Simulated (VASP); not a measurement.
# Ir in VASP: a series of runs, part 2 of 2

VASP 6.6.1.

## Step 4: Single point, PBEsol (biaxial strain in the a-b plane: -3.0 %)

Contents of INCAR:

```
PREC = Accurate
ENCUT = 520
EDIFF = 1E-6
ISMEAR = 0
SIGMA = 0.1
LREAL = False
LASPH = True
NELM = 60
ALGO = Fast
ISIF = 2
LWAVE = False
LCHARG = True
GGA = PS
LELF = True
LVHAR = True
NBANDS = 16
```

Contents of KPOINTS:

```
Automatic mesh
0
Gamma
  20 20 14
```

Contents of POSCAR:

```
Ir
1.0
    1.8576192190      1.8576192190      0.0000000000
   -1.8576192190      1.8576192190      0.0000000000
    0.0000000000      0.0000000000      3.8990852886
Ir
2
Direct
    0.0000000000      0.0000000000      0.0000000000
    0.5000000000      0.5000000000      0.5000000000
```

Potentials or basis: VASP PAW PBE potentials, release 64 (Ir).

Command:

```console
> cat potpaw_PBE.64/Ir/POTCAR > POTCAR
> mpirun -np 1 vasp_std > vasp.out
```

OUTCAR:

```text
PREC = Accurate
   ENCUT = 520
   EDIFF = 1E-6
   ISMEAR = 0
   LREAL = False
   LASPH = True
   NELM = 60
   ISIF = 2
   GGA = PS

 ion  position               nearest neighbor table
   1  0.000  0.000  0.000-   2 2.69   2 2.69   2 2.69   2 2.69   2 2.69   2 2.69   2 2.69   2 2.69

   2  0.500  0.500  0.500-   1 2.69   1 2.69   1 2.69   1 2.69   1 2.69   1 2.69   1 2.69   1 2.69

  LATTYP: Found a simple tetragonal cell.
 ALAT       =     2.6270702932
 C/A-ratio  =     1.4841952645

  Lattice vectors:

 A1 = (   1.8576192190,   1.8576192190,   0.0000000000)
 A2 = (  -1.8576192190,   1.8576192190,   0.0000000000)
 A3 = (   0.0000000000,   0.0000000000,   3.8990852886)

Analysis of symmetry for initial positions (statically):
=====================================================================
 Subroutine PRICEL returns following result:

  LATTYP: Found a body centered tetragonal cell.
 ALAT       =     2.6270702932
 C/A-ratio  =     1.4841952645

  Lattice vectors:

 A1 = (   1.8576192190,   0.0000000000,  -1.9495426443)
 A2 = (  -1.8576192190,   0.0000000000,  -1.9495426443)
 A3 = (   0.0000000000,   1.8576192190,   1.9495426443)

   2 primitive cells build up your supercell.

 Routine SETGRP: Setting up the symmetry group for a
 simple tetragonal supercell.

 Subroutine GETGRP returns: Found 16 space group operations
 (whereof 16 operations were pure point group operations)
 out of a pool of 16 trial point group operations.

The static configuration has the point symmetry D_4h.

Analysis of symmetry for dynamics (positions and initial velocities):
=====================================================================
 Subroutine PRICEL returns following result:

  LATTYP: Found a body centered tetragonal cell.
 ALAT       =     2.6270702932
 C/A-ratio  =     1.4841952645

  Lattice vectors:

 A1 = (   1.8576192190,   0.0000000000,  -1.9495426443)
 A2 = (  -1.8576192190,   0.0000000000,  -1.9495426443)
 A3 = (   0.0000000000,   1.8576192190,   1.9495426443)

   2 primitive cells build up your supercell.

 Routine SETGRP: Setting up the symmetry group for a
 simple tetragonal supercell.

 Subroutine GETGRP returns: Found 16 space group operations
 (whereof 16 operations were pure point group operations)
 out of a pool of 16 trial point group operations.

The dynamic configuration has the point symmetry D_4h.

 Subroutine INISYM returns: Found 16 space group operations
 (whereof 16 operations are pure point group operations),
 and found     2 'primitive' translations

----------------------------------------------------------------------------------------

                                     Primitive cell

  volume of cell :      13.4548

  direct lattice vectors                    reciprocal lattice vectors
     1.857619219  0.000000000 -1.949542644     0.269161729  0.269161729 -0.256470409
    -1.857619219  0.000000000 -1.949542644    -0.269161729  0.269161729 -0.256470409
     0.000000000  1.857619219  1.949542644     0.000000000  0.538323457  0.000000000

[... 29 lines left out ...]
     0.000000000  0.000000000  0.000000000

 Subroutine IBZKPT returns following result:
 ===========================================

 Found    528 irreducible k-points:

 Following reciprocal coordinates:
            Coordinates               Weight
  0.000000  0.000000  0.000000      1.000000
  0.050000  0.000000  0.000000      4.000000
  0.100000  0.000000  0.000000      4.000000
  0.150000  0.000000  0.000000      4.000000
  0.200000  0.000000  0.000000      4.000000
  0.250000  0.000000  0.000000      4.000000
[... 16 lines left out ...]
  0.150000  0.100000  0.000000      8.000000
  0.200000  0.100000  0.000000      8.000000
 [... further k-points ...]
   k-points           NKPTS =    528   k-points in BZ     NKDIM =    528   number of bands    NBANDS=     16
   number of dos      NEDOS =    301   number of ions     NIONS =      2
   total plane-waves  NPLWV =  12000
   dimension x,y,z NGX =    20 NGY =   20 NGZ =   30
   dimension x,y,z NGXF=    40 NGYF=   40 NGZF=   60
   ions per type =               2
   NGX,Y,Z   is equivalent  to a cutoff of  12.66, 12.66, 12.79 a.u.
   NGXF,Y,Z  is equivalent  to a cutoff of  25.31, 25.31, 25.58 a.u.
 SYSTEM =  unknown system
   PREC   = accura    normal or accurate (medium, high low for compatibility)
   ISTART =      0    job   : 0-new  1-cont  2-samecut
   ICHARG =      2    charge: 1-file 2-atom 10-const
   ISPIN  =      1    spin polarized calculation?
   LNONCOLLINEAR =      F non collinear calculations
   LSORBIT =      F    spin-orbit coupling
   LASPH  =      T    aspherical Exc in radial PAW
   ENCUT  =  520.0 eV  38.22 Ry    6.18 a.u.   4.88  4.88  7.25*2*pi/ulx,y,z
   NELM   =     60;   NELMIN=  2; NELMDL= -5     # of ELM steps
   EDIFF  = 0.1E-05   stopping-criterion for ELM
   LREAL  =      F    real-space projection
   EDIFFG = 0.1E-04   stopping-criterion for IOM
   NSW    =      0    number of steps for IOM
   IBRION =     -1    ionic relax: 0-MD 1-quasi-New 2-CG
   NFREE  =      0    steps in history (QN), initial steepest desc. (CG)
   ISIF   =      2    stress and relaxation
   ISYM   =      2    0-nonsym 1-usesym 2-fastsym
   POTIM  = 0.5000    time-step for ionic-motion
   TEBEG  =    0.0;   TEEND  =   0.0 temperature during run
   PSTRESS=    0.0 pullay stress
   NELECT =      18.0000    total number of electrons
   NUPDOWN=      -1.0000    fix difference up-down
   EMIN   =  10.00;   EMAX   =-10.00  energy-range for DOS
   EFERMI =   0.00;   METHOD = LEGACY
   ISMEAR =     0;   SIGMA  =   0.10  broadening in eV -4-tet -1-fermi 0-gaus
   EFERMI_NEDOS =   21; number of points for ismear=-14 and -15
   IALGO  =     68    algorithm
   IMIX   =      4    mixing-type and parameters
     AMIX     =   0.40;   BMIX     =  1.00
     AMIX_MAG =   1.60;   BMIX_MAG =  1.00
  volume/ion in A,a.u.               =      13.45        90.80
  Fermi-wavevector in a.u.,A,eV,Ry     =   1.431738  2.705593 27.890234  2.049874
  Thomas-Fermi vector in A             =   2.551442
   LORBIT       =      0    0 simple, 1 ext, 2 COOP (PROOUT), +10 PAW based schemes
   GGA     = PS    functional components
   LHFCALC =     F    Hartree Fock is set to
   AEXX    =    0.0000 exact exchange contribution
   IVDW    =     0    specifies the selected vdW correction
   LEPSILON=     F    determine dielectric tensor
   LRPA    =     F    only Hartree local field effects (RPA)
 non-spin polarized calculation
 RMM-DIIS sequential band-by-band and
 Gauss-broadening in eV      SIGMA  =   0.10
  energy-cutoff  :      520.00
  volume of cell :       26.91
 maximum number of plane-waves:       744
 NGX is ok and might be reduce to    20
   NGX =  9   NGY =  9   NGZ = 15

 number of electron      17.9999998 magnetization

 Free energy of the ion-electron system (eV)
  ---------------------------------------------------
  ext. energy  EPLUGINS =         0.00000000
  ---------------------------------------------------
  free energy    TOTEN  =       -19.51211530 eV

  energy without entropy =      -19.50423161  energy(sigma->0) =      -19.50817346

 E-fermi :  11.1085     XC(G=0): -14.3972

 val. band max:       11.1049439031   @ k =   0.4500   0.1500   0.1429
 cond. band min:      11.1101429035   @ k =   0.3000   0.0500   0.5000
 fundamental gap:      0.0051990003
 Fermi energy:        11.1084526882

 k-point     1 :       0.0000    0.0000    0.0000
  band No.  band energies     occupation
      1      -0.6006      2.00000
      2       2.5586      2.00000
      3       3.2371      2.00000
      4       6.4830      2.00000
      5       7.1759      2.00000
      6       7.1759      2.00000
[... 433 lines left out ...]
      3       4.4378      2.00000
      4       6.0993      2.00000
      5       7.3281      2.00000
      6       7.8789      2.00000
[... 8 lines left out ...]
     15      25.5509      0.00000
     16      27.9399      0.00000

 [... further k-points ...]

------------------------ aborting loop because EDIFF is reached ----------------------------------------

  FORCE on cell =-STRESS in cart. coord.  units (eV):
  Direction    XX          YY          ZZ          XY          YZ          ZX
  --------------------------------------------------------------------------------------
  -------------------------------------------------------------------------------------
  Total        4.6807012      4.6807012      1.0423360      0.0000000      0.0000000     -0.0000000
  in kB      278.6861450    278.6861450     62.0600620      0.0000000      0.0000000     -0.0000000
  external PRESSURE =     206.4774507 kB  Pullay stress =       0.0000000 kB

 VOLUME and BASIS-vectors are now :
 -----------------------------------------------------------------------------
  energy-cutoff  :      520.00
  volume of cell :       26.91
      direct lattice vectors                 reciprocal lattice vectors
     1.857619219  1.857619219  0.000000000     0.269161729  0.269161729  0.000000000
    -1.857619219  1.857619219  0.000000000    -0.269161729  0.269161729  0.000000000
     0.000000000  0.000000000  3.899085289     0.000000000  0.000000000  0.256470409

 POSITION                                       TOTAL-FORCE (eV/Angst)
 -----------------------------------------------------------------------------------
      0.00000      0.00000      0.00000        -0.000000      0.000000     -0.000000
      0.00000      1.85762      1.94954         0.000000     -0.000000      0.000000
 -----------------------------------------------------------------------------------
    total drift:                               -0.000000      0.000000      0.000000

  FREE ENERGIE OF THE ION-ELECTRON SYSTEM (eV)
  ---------------------------------------------------
  free  energy   TOTEN  =       -19.5121152987 eV

  energy  without entropy=      -19.5042316144  energy(sigma->0) =      -19.50817346
```

OSZICAR:

```text
N       E                     dE             d eps       ncg     rms          rms(c)
DAV:   1     0.146612433679E+03    0.14661E+03   -0.83640E+03 16976   0.113E+03
DAV:   2    -0.169843949759E+02   -0.16360E+03   -0.14812E+03 16912   0.314E+02
DAV:   3    -0.206754103509E+02   -0.36910E+01   -0.36465E+01 23200   0.568E+01
DAV:   4    -0.207183954699E+02   -0.42985E-01   -0.42973E-01 19408   0.515E+00
DAV:   5    -0.207195800326E+02   -0.11846E-02   -0.11845E-02 23112   0.885E-01    0.257E+01
RMM:   6    -0.197234081879E+02    0.99617E+00   -0.98391E-01 17085   0.109E+01    0.103E+01
RMM:   7    -0.195195077263E+02    0.20390E+00   -0.57245E-01 17832   0.586E+00    0.204E+00
RMM:   8    -0.195217455720E+02   -0.22378E-02   -0.73836E-02 19495   0.287E+00    0.190E+00
RMM:   9    -0.195208189684E+02    0.92660E-03   -0.17114E-02 20225   0.986E-01    0.101E+00
RMM:  10    -0.195117776232E+02    0.90413E-02   -0.18164E-02 17727   0.182E+00    0.984E-01
RMM:  11    -0.195122337837E+02   -0.45616E-03   -0.11907E-03 19002   0.345E-01    0.685E-01
RMM:  12    -0.195122271978E+02    0.65859E-05   -0.28409E-04 20582   0.122E-01    0.523E-01
RMM:  13    -0.195122135755E+02    0.13622E-04   -0.41771E-05 19448   0.407E-02    0.482E-01
RMM:  14    -0.195121212196E+02    0.92356E-04   -0.23612E-04 24987   0.160E-01    0.152E-01
RMM:  15    -0.195121146255E+02    0.65940E-05   -0.40873E-05 20241   0.633E-02    0.364E-03
RMM:  16    -0.195121152987E+02   -0.67315E-06   -0.68428E-06 18795   0.229E-02
   1 F= -.19512115E+02 E0= -.19508173E+02  d E =-.788368E-02
```

stdout:

```text
POSCAR found type information on POSCAR Ir
 POSCAR found :  1 types and       2 ions
 scaLAPACK will be used
 -----------------------------------------------------------------------------
|                                                                             |
|                                                                             |
|     You enforced a specific xc type in the INCAR file but a different       |
|     I HOPE YOU KNOW WHAT YOU ARE DOING!                                     |
|                                                                             |
 -----------------------------------------------------------------------------

 LDA part: xc-table for (Slater+PW92), standard interpolation
 POSCAR, INCAR and KPOINTS ok, starting setup
 FFT: planning ... GRIDC
 FFT: planning ... GRID_SOFT
 FFT: planning ... GRID
 WAVECAR not read
 entering main loop
```

It took 91 s on 1 thread of Intel Xeon 6975P-C (Granite Rapids), shared host; peak memory 0.29 GiB.

Results:

```yaml
Free_energy: -19.5121 eV
Pressure: 20.6 GPa
Band_gap_on_the_k_mesh: zero (bands 9 and 10 overlap by 3.97 eV)
```

Stress tensor (GPa, compression positive):
```
27.87  0.00  0.00
 0.00 27.87  0.00
 0.00  0.00  6.21
```

Levels at points of the mesh, in eV from the Fermi level:
```
           k point  band 6  band 7  band 8  band 9  band 10  band 11  band 12  band 13
(0.00, 0.00, 0.00)   -3.93   -1.73   -0.79    0.99     1.08     1.61     1.61    10.30
(0.50, 0.00, 0.00)   -4.88   -2.49   -2.49   -1.27    -1.27     3.51     3.51    11.40
(0.50, 0.50, 0.00)    0.94    1.30    1.30    2.04     2.04     2.05     2.05    11.35
(0.00, 0.00, 0.50)   -3.64   -1.81   -1.81   -1.81    -1.81     0.09     0.09    18.19
(0.50, 0.00, 0.50)   -3.93   -0.90   -0.90    0.85     0.85     1.20     1.20     7.82
(0.50, 0.50, 0.50)   -5.22   -2.06   -2.06    2.04     2.04     9.31     9.31     9.34
```

Caveat: the cell differs from its parent crystal (biaxial strain in the a-b plane: -3.0 %); the stress differs along the axes, from 6 to 28 GPa; the PAW data sets were made with another functional, which shifts forces and pressure a little; spin-orbit coupling is left out, which moves the levels of the heavy elements.

## Step 5: The runs side by side

| potentials or basis | cell | k mesh | cutoff (eV) | gap on the mesh (eV) | pressure (GPa) |
| --- | --- | --- | --- | --- | --- |
| VASP PAW PBE potentials, release 64 (Ir_sv_GW) | a = 2.658 Å, angles 60.0°, 1 atom, atomic positions A | 18 × 18 × 18 | 560 | none | 23.0 |
| VASP PAW PBE potentials, release 64 (Ir_sv_GW) | a = 2.681, b = 2.681, c = 3.792 Å, 2 atoms, atomic positions B | 20 × 20 × 14 | 560 | none | 10.7 |
| VASP PAW PBE potentials, release 64 (Ir) | a = 2.627, b = 2.627, c = 3.899 Å, 2 atoms, atomic positions B | 20 × 20 × 14 | 520 | none | 20.6 |

Alike in all rows: task single point; level PBEsol; no spin polarisation; smearing gaussian 0.1 eV.

Caveats: the PAW data sets were made with another functional, which shifts forces and pressure a little; spin-orbit coupling is left out, which moves the levels of the heavy elements; the cell stands under pressure (at least some runs); the stress differs along the axes, from 6 to 28 GPa (at least some runs).

Absolute energies hang on the potentials; compare differences alone.

The gap in the log of VASP goes by the Fermi energy; the results here count the filled bands.